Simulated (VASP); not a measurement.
# TiO2 (Anatase) (I4_1/amd) in VASP: notebook, part 2 of 2

VASP 6.6.1. Earlier steps stand in the parts before.

## (4) Single point, LDA

This run uses another cell than the first one, of 11.81 Å³/atom, 1.083 times its volume.

Contents of INCAR:

```
SYSTEM = TiO2
ALGO = Normal
EDIFF = 1E-6
ENCUT = 520
ISIF = 2
ISMEAR = 0
LASPH = .True.
LCHARG = .False.
LREAL = .False.
LWAVE = .False.
NBANDS = 33
NELM = 60
PREC = Accurate
SIGMA = 0.01
```

Contents of KPOINTS:

```
k-points
0
Gamma
  8 8 8
  0 0 0
```

Contents of POSCAR:

```
TiO2
1.0
   -1.9169989080      1.9169989080      4.8199032318
    1.9169989080     -1.9169989080      4.8199032318
    1.9169989080      1.9169989080     -4.8199032318
Ti O
2 4
Direct
    0.0000000000      0.0000000000      0.0000000000
    0.7500000000      0.2500000000      0.5000000000
    0.2081000000      0.2081000000      0.0000000000
    0.9581000000      0.4581000000      0.5000000000
    0.5419000000      0.0419000000      0.5000000000
    0.7919000000      0.7919000000      0.0000000000
```

Potentials or basis: VASP PAW LDA potentials, release 64 (Ti_sv, O).

Run with:

```bash
$ cat potpaw_LDA.64/Ti_sv/POTCAR potpaw_LDA.64/O/POTCAR > POTCAR
$ mpirun -np 1 vasp_std > vasp.out
```

OUTCAR:

```text
SYSTEM = TiO2
   EDIFF = 1E-6
   ENCUT = 520
   ISIF = 2
   ISMEAR = 0
   LASPH = .True.
   LREAL = .False.
   NELM = 60
   PREC = Accurate

 ion  position               nearest neighbor table
   1  0.000  0.000  0.000-   5 1.96   4 1.96   5 1.96   4 1.96   3 2.01   6 2.01
   2  0.750  0.250  0.500-   6 1.96   3 1.96   6 1.96   3 1.96   4 2.01   5 2.01
   3  0.208  0.208  0.000-   2 1.96   2 1.96   1 2.01
   4  0.958  0.458  0.500-   1 1.96   1 1.96   2 2.01
   5  0.542  0.042  0.500-   1 1.96   1 1.96   2 2.01
   6  0.792  0.792  0.000-   2 1.96   2 1.96   1 2.01

  LATTYP: Found a body centered tetragonal cell.
 ALAT       =     3.8339978160
 C/A-ratio  =     2.5142962845

  Lattice vectors:

 A1 = (  -1.9169989080,   1.9169989080,   4.8199032318)
 A2 = (   1.9169989080,  -1.9169989080,   4.8199032318)
 A3 = (   1.9169989080,   1.9169989080,  -4.8199032318)

Analysis of symmetry for initial positions (statically):
=====================================================================
 Subroutine PRICEL returns:
 Original cell was already a primitive cell.

 Routine SETGRP: Setting up the symmetry group for a
 body centered tetragonal supercell.

 Subroutine GETGRP returns: Found 16 space group operations
 (whereof  8 operations were pure point group operations)
 out of a pool of 16 trial point group operations.

The static configuration has the point symmetry D_2d.
 The point group associated with its full space group is D_4h.

Analysis of symmetry for dynamics (positions and initial velocities):
=====================================================================
 Subroutine PRICEL returns:
 Original cell was already a primitive cell.

 Routine SETGRP: Setting up the symmetry group for a
 body centered tetragonal supercell.

 Subroutine GETGRP returns: Found 16 space group operations
 (whereof  8 operations were pure point group operations)
 out of a pool of 16 trial point group operations.

The dynamic configuration has the point symmetry D_2d.
 The point group associated with its full space group is D_4h.

 Subroutine INISYM returns: Found 16 space group operations
 (whereof  8 operations are pure point group operations),
 and found     1 'primitive' translations

----------------------------------------------------------------------------------------

                                     Primitive cell

  volume of cell :      70.8504

  direct lattice vectors                    reciprocal lattice vectors
    -1.916998908  1.916998908  4.819903232     0.000000000  0.260824353  0.103736522
     1.916998908 -1.916998908  4.819903232     0.260824353  0.000000000  0.103736522
     1.916998908  1.916998908 -4.819903232     0.260824353  0.260824353  0.000000000

  length of vectors
     5.530030451  5.530030451  5.530030451     0.280696650  0.280696650  0.368861337

  position of ions in fractional coordinates (direct lattice)
     0.000000000  0.000000000  0.000000000
     0.750000000  0.250000000  0.500000000
     0.208100000  0.208100000  0.000000000
     0.958100000  0.458100000  0.500000000
     0.541900000  0.041900000  0.500000000
     0.791900000  0.791900000  0.000000000

  ion indices of the primitive-cell ions
   primitive index   ion index
                 1           1
                 2           2
                 3           3
                 4           4
                 5           5
                 6           6

[... 24 lines left out ...]
 Found     59 irreducible k-points:

 Following reciprocal coordinates:
            Coordinates               Weight
  0.000000  0.000000  0.000000      1.000000
  0.125000  0.000000  0.000000      8.000000
  0.250000  0.000000  0.000000      8.000000
  0.375000 -0.000000  0.000000      8.000000
  0.500000  0.000000  0.000000      4.000000
  0.125000  0.125000  0.000000      8.000000
[... 16 lines left out ...]
  0.250000  0.125000  0.125000     16.000000
  0.375000  0.125000  0.125000      8.000000
 [... further k-points ...]
   k-points           NKPTS =     59   k-points in BZ     NKDIM =     59   number of bands    NBANDS=     33
   number of dos      NEDOS =    301   number of ions     NIONS =      6
   total plane-waves  NPLWV =  74088
   dimension x,y,z NGX =    42 NGY =   42 NGZ =   42
   dimension x,y,z NGXF=    84 NGYF=   84 NGZF=   84
   ions per type =               2   4
   NGX,Y,Z   is equivalent  to a cutoff of  12.63, 12.63, 12.63 a.u.
   NGXF,Y,Z  is equivalent  to a cutoff of  25.25, 25.25, 25.25 a.u.
 SYSTEM =  TiO2
   PREC   = accura    normal or accurate (medium, high low for compatibility)
   ISTART =      0    job   : 0-new  1-cont  2-samecut
   ICHARG =      2    charge: 1-file 2-atom 10-const
   ISPIN  =      1    spin polarized calculation?
   LNONCOLLINEAR =      F non collinear calculations
   LSORBIT =      F    spin-orbit coupling
   LASPH  =      T    aspherical Exc in radial PAW
   ENCUT  =  520.0 eV  38.22 Ry    6.18 a.u.  10.28 10.28 10.28*2*pi/ulx,y,z
   NELM   =     60;   NELMIN=  2; NELMDL= -5     # of ELM steps
   EDIFF  = 0.1E-05   stopping-criterion for ELM
   LREAL  =      F    real-space projection
   EDIFFG = 0.1E-04   stopping-criterion for IOM
   NSW    =      0    number of steps for IOM
   IBRION =     -1    ionic relax: 0-MD 1-quasi-New 2-CG
   NFREE  =      0    steps in history (QN), initial steepest desc. (CG)
   ISIF   =      2    stress and relaxation
   ISYM   =      2    0-nonsym 1-usesym 2-fastsym
   POTIM  = 0.5000    time-step for ionic-motion
   TEBEG  =    0.0;   TEEND  =   0.0 temperature during run
   PSTRESS=    0.0 pullay stress
   NELECT =      48.0000    total number of electrons
   NUPDOWN=      -1.0000    fix difference up-down
   EMIN   =  10.00;   EMAX   =-10.00  energy-range for DOS
   EFERMI =   0.00;   METHOD = LEGACY
   ISMEAR =     0;   SIGMA  =   0.01  broadening in eV -4-tet -1-fermi 0-gaus
   EFERMI_NEDOS =   21; number of points for ismear=-14 and -15
   IALGO  =     38    algorithm
   IMIX   =      4    mixing-type and parameters
     AMIX     =   0.40;   BMIX     =  1.00
     AMIX_MAG =   1.60;   BMIX_MAG =  1.00
  volume/ion in A,a.u.               =      11.81        79.69
  Fermi-wavevector in a.u.,A,eV,Ry     =   1.437831  2.717107 28.128120  2.067358
  Thomas-Fermi vector in A             =   2.556865
   LORBIT       =      0    0 simple, 1 ext, 2 COOP (PROOUT), +10 PAW based schemes
   GGA     = CA    functional components
   LHFCALC =     F    Hartree Fock is set to
   AEXX    =    0.0000 exact exchange contribution
   IVDW    =     0    specifies the selected vdW correction
   LEPSILON=     F    determine dielectric tensor
   LRPA    =     F    only Hartree local field effects (RPA)
 non-spin polarized calculation
 Gauss-broadening in eV      SIGMA  =   0.01
  energy-cutoff  :      520.00
  volume of cell :       70.85
 maximum number of plane-waves:      1934
 NGX is ok and might be reduce to    42
   NGX = 21   NGY = 21   NGZ = 21

 number of electron      48.0000000 magnetization

 Free energy of the ion-electron system (eV)
  ---------------------------------------------------
  ext. energy  EPLUGINS =         0.00000000
  ---------------------------------------------------
  free energy    TOTEN  =       -58.65094950 eV

  energy without entropy =      -58.65094950  energy(sigma->0) =      -58.65094950

 E-fermi :   2.9021     XC(G=0): -11.1464

 val. band max:        2.7069680128   @ k =  -0.3750   0.3750   0.0000
 cond. band min:       4.6548113305   @ k =   0.0000   0.0000   0.0000
 fundamental gap:      1.9478433177
 Fermi energy:         2.9021126587

 k-point     1 :       0.0000    0.0000    0.0000
  band No.  band energies     occupation
      1     -53.0764      2.00000
      2     -53.0221      2.00000
      3     -29.9010      2.00000
      4     -29.6815      2.00000
      5     -29.6815      2.00000
      6     -29.6165      2.00000
[... 853 lines left out ...]
     32       9.0614      0.00000
     33       9.5914      0.00000

 [... further k-points ...]
[... 5 lines left out ...]
  --------------------------------------------------------------------------------------
  -------------------------------------------------------------------------------------
  Total       -5.9140384     -5.9140384     -5.7169231      0.0000000     -0.0000000      0.0000000
  in kB     -133.7373392   -133.7373392   -129.2798663      0.0000000     -0.0000000      0.0000000
  external PRESSURE =    -132.2515149 kB  Pullay stress =       0.0000000 kB

 VOLUME and BASIS-vectors are now :
 -----------------------------------------------------------------------------
  energy-cutoff  :      520.00
  volume of cell :       70.85
      direct lattice vectors                 reciprocal lattice vectors
    -1.916998908  1.916998908  4.819903232     0.000000000  0.260824353  0.103736522
     1.916998908 -1.916998908  4.819903232     0.260824353  0.000000000  0.103736522
     1.916998908  1.916998908 -4.819903232     0.260824353  0.260824353  0.000000000

 POSITION                                       TOTAL-FORCE (eV/Angst)
 -----------------------------------------------------------------------------------
      0.00000      0.00000      0.00000        -0.000000     -0.000000      0.000000
      0.00000      1.91700      2.40995        -0.000000     -0.000000      0.000000
      0.00000      0.00000      2.00604         0.000000     -0.000000     -0.307458
      0.00000      1.91700      4.41600        -0.000000      0.000000     -0.307458
      0.00000      1.91700      0.40391        -0.000000      0.000000      0.307458
      0.00000      0.00000      7.63376         0.000000     -0.000000      0.307458
 -----------------------------------------------------------------------------------
    total drift:                                0.000000      0.000000      0.000000

  FREE ENERGIE OF THE ION-ELECTRON SYSTEM (eV)
  ---------------------------------------------------
  free  energy   TOTEN  =       -58.6509494996 eV

  energy  without entropy=      -58.6509494996  energy(sigma->0) =      -58.65094950
```

OSZICAR:

```text
N       E                     dE             d eps       ncg     rms          rms(c)
DAV:   1     0.641933550809E+03    0.64193E+03   -0.24160E+04  3894   0.167E+03
DAV:   2     0.214675411886E+02   -0.62047E+03   -0.57537E+03  4260   0.499E+02
DAV:   3    -0.709542854411E+02   -0.92422E+02   -0.90883E+02  5299   0.185E+02
DAV:   4    -0.755977595188E+02   -0.46435E+01   -0.46343E+01  5895   0.399E+01
DAV:   5    -0.757795450636E+02   -0.18179E+00   -0.18176E+00  5010   0.611E+00    0.303E+01
DAV:   6    -0.593554858695E+02    0.16424E+02   -0.80961E+01  5466   0.864E+01    0.120E+01
DAV:   7    -0.590778433643E+02    0.27764E+00   -0.16486E+01  5216   0.347E+01    0.897E+00
DAV:   8    -0.588540941871E+02    0.22375E+00   -0.58270E-01  5006   0.629E+00    0.649E+00
DAV:   9    -0.587418497101E+02    0.11224E+00   -0.10285E+00  5445   0.114E+01    0.284E+00
DAV:  10    -0.586719080019E+02    0.69942E-01   -0.64754E-01  5345   0.734E+00    0.119E+00
DAV:  11    -0.586519404715E+02    0.19968E-01   -0.77690E-02  5076   0.194E+00    0.503E-01
DAV:  12    -0.586515346357E+02    0.40584E-03   -0.10301E-02  4793   0.112E+00    0.195E-01
DAV:  13    -0.586510444544E+02    0.49018E-03   -0.10715E-03  5366   0.315E-01    0.684E-02
DAV:  14    -0.586509531403E+02    0.91314E-04   -0.21342E-04  5305   0.169E-01    0.305E-02
DAV:  15    -0.586509493326E+02    0.38077E-05   -0.91369E-05  5267   0.629E-02    0.493E-03
DAV:  16    -0.586509494996E+02   -0.16697E-06   -0.48344E-06  4743   0.125E-02
   1 F= -.58650949E+02 E0= -.58650949E+02  d E =-.181407-169
```

It took 3 min on 1 thread of AMD EPYC 9R45 (Zen 5), shared host; peak memory 0.24 GiB.

Results:

```yaml
Free_energy: -58.6509 eV
Pressure: -13.2 GPa
Largest_force: 0.307 eV/Å
Band_gap_on_the_k_mesh: 1.95 eV, indirect (least direct gap 2.26 eV)
```

Forces in eV/Å, atoms in the order of the input:
```
Ti   0.000  0.000  0.000
Ti   0.000  0.000  0.000
O    0.000  0.000 -0.307
O    0.000  0.000 -0.307
O    0.000  0.000  0.307
O    0.000  0.000  0.307
```

Stress tensor (GPa, compression positive):
```
-13.37   0.00   0.00
  0.00 -13.37   0.00
  0.00   0.00 -12.93
```

## (5) Single point, LDA

This run uses another cell than the first one, of 12.26 Å³/atom, 1.125 times its volume.

Contents of INCAR:

```
PREC = Accurate
ENCUT = 520
EDIFF = 1E-7
ISMEAR = 0
SIGMA = 0.01
LREAL = F
LASPH = T
NELM = 60
ALGO = Normal
ISIF = 2
LWAVE = F
LCHARG = F
NBANDS = 33
```

Contents of KPOINTS:

```
Automatic mesh
0
Gamma
  8 8 8
```

Changes to POSCAR since step 4:

```diff
@@ -2,5 +2,5 @@
 1.0
-   -1.9169989080      1.9169989080      4.8199032318
-    1.9169989080     -1.9169989080      4.8199032318
-    1.9169989080      1.9169989080     -4.8199032318
+   -1.9412672932      1.9412672932      4.8809211427
+    1.9412672932     -1.9412672932      4.8809211427
+    1.9412672932      1.9412672932     -4.8809211427
 Ti O
```

Run with:

```bash
$ cat potpaw_LDA.64/Ti_sv/POTCAR potpaw_LDA.64/O/POTCAR > POTCAR
$ mpirun -np 1 vasp_std > vasp.out
```

It took 3.6 min on 1 thread of AMD EPYC 9R45 (Zen 5), shared host; peak memory 0.25 GiB.

The run converged. Its results:

| Item | Value |
| --- | --- |
| Free energy | -58.3761 eV |
| Pressure | -19.3 GPa |
| Largest force | 0.497 eV/Å |
| Band gap on the k mesh | 1.87 eV, indirect (least direct gap 2.17 eV) |

Forces in eV/Å, atoms in the order of the input:
```
Ti   0.000  0.000  0.000
Ti   0.000  0.000  0.000
O    0.000  0.000 -0.497
O    0.000  0.000 -0.497
O    0.000  0.000  0.497
O    0.000  0.000  0.497
```

Levels at points of the mesh, in eV from the valence-band top:
| k point | band 22 | band 23 | band 24 | band 25 | band 26 | band 27 |
| --- | --- | --- | --- | --- | --- | --- |
| (0.00, 0.00, 0.00) | -0.73 | -0.39 | -0.39 | 1.87 | 2.52 | 3.53 |
| (0.50, 0.00, 0.00) | -0.91 | -0.83 | -0.60 | 2.87 | 3.14 | 3.17 |
| (0.50, 0.50, 0.00) | -1.94 | -0.01 | -0.01 | 2.96 | 2.96 | 3.40 |
| (0.50, 0.50, 0.50) | -1.24 | -0.12 | -0.12 | 2.18 | 2.18 | 3.34 |

## (6) Single point, LDA

This run uses another cell than the first one, of 12.72 Å³/atom, 1.167 times its volume.

Contents of INCAR:

```
SYSTEM = TiO2
PREC     = Accurate       ! precision mode
ENCUT    = 520            ! plane-wave cutoff, eV
EDIFF    = 1E-6           ! SCF threshold, eV
ISMEAR   = 0              ! smearing method
SIGMA    = 0.01           ! smearing width, eV
LREAL    = .FALSE.        ! projectors in reciprocal space
LASPH    = .TRUE.         ! aspherical terms in the spheres
NELM     = 80             ! most SCF steps
ALGO     = Normal         ! electronic algorithm
ISIF     = 2              ! what is computed and relaxed
LWAVE    = .FALSE.        ! write WAVECAR
LCHARG   = .FALSE.        ! write CHGCAR
NBANDS   = 33             ! bands
```

Contents of KPOINTS:

```
Automatic mesh
0
G
  8 8 8
  0 0 0
```

Changes to POSCAR since step 5:

```diff
@@ -2,5 +2,5 @@
 1.0
-   -1.9412672932      1.9412672932      4.8809211427
-    1.9412672932     -1.9412672932      4.8809211427
-    1.9412672932      1.9412672932     -4.8809211427
+   -1.9649436180      1.9649436180      4.9404504381
+    1.9649436180     -1.9649436180      4.9404504381
+    1.9649436180      1.9649436180     -4.9404504381
 Ti O
```

Potentials or basis: VASP PAW LDA potentials, release 64 (Ti_sv, O).

Run with:

```bash
$ cat potpaw_LDA.64/Ti_sv/POTCAR potpaw_LDA.64/O/POTCAR > POTCAR
$ mpirun -np 1 vasp_std > vasp.out
```

Run time: 3.2 min. Hardware: 1 thread of AMD EPYC 9R45 (Zen 5), shared host; peak memory 0.25 GiB.

The run converged. Its results:

```yaml
Free_energy: -58.0070 eV
Pressure: -24.3 GPa
Largest_force: 0.660 eV/Å
Band_gap_on_the_k_mesh: 1.79 eV, indirect (least direct gap 2.08 eV)
```

Forces on the atoms (eV/Å):
```
Ti   0.000  0.000  0.000
Ti   0.000  0.000  0.000
O    0.000  0.000 -0.660
O    0.000  0.000 -0.660
O    0.000  0.000  0.660
O    0.000  0.000  0.660
```

Stress tensor (GPa, compression positive):
```
-24.18   0.00   0.00
  0.00 -24.18   0.00
  0.00   0.00 -24.46
```

Levels at points of the mesh, in eV from the valence-band top:
```
           k point  band 20  band 21  band 22  band 23  band 24  band 25  band 26  band 27  band 28  band 29
(0.00, 0.00, 0.00)    -0.81    -0.81    -0.73    -0.36    -0.36     1.79     2.40     3.34     3.34     3.41
(0.50, 0.00, 0.00)    -1.79    -1.72    -0.94    -0.78    -0.60     2.72     2.98     3.00     3.08     3.66
(0.50, 0.50, 0.00)    -2.39    -1.88    -1.88    -0.01    -0.01     2.80     2.80     3.22     3.22     4.17
(0.50, 0.50, 0.50)    -1.28    -1.24    -1.24    -0.12    -0.12     2.08     2.08     3.16     3.16     3.62
```

A k mesh can miss the band edges.

## (7) Summary

| cell | gap on the mesh (eV) | pressure (GPa) | largest force (eV/Å) |
| --- | --- | --- | --- |
| a = 5.384 Å, angles 139.4, 139.4, 58.7°, 6 atoms | 2.12 | 3.9 | 0.17 |
| a = 5.458 Å, angles 139.4, 139.4, 58.7°, 6 atoms | 2.03 | -5.6 | 0.09 |
| a = 5.530 Å, angles 139.4, 139.4, 58.7°, 6 atoms | 1.95 | -13.2 | 0.31 |
| a = 5.600 Å, angles 139.4, 139.4, 58.7°, 6 atoms | 1.87 | -19.3 | 0.50 |
| a = 5.668 Å, angles 139.4, 139.4, 58.7°, 6 atoms | 1.79 | -24.3 | 0.66 |

Alike in all rows: task single point; level LDA; potentials or basis VASP PAW LDA potentials, release 64 (Ti_sv, O); no spin polarisation; k mesh 8 × 8 × 8; cutoff (eV) 520; smearing gaussian 0.01 eV.

Total energies depend on the potentials used, so only differences within one code and one set of settings carry meaning.
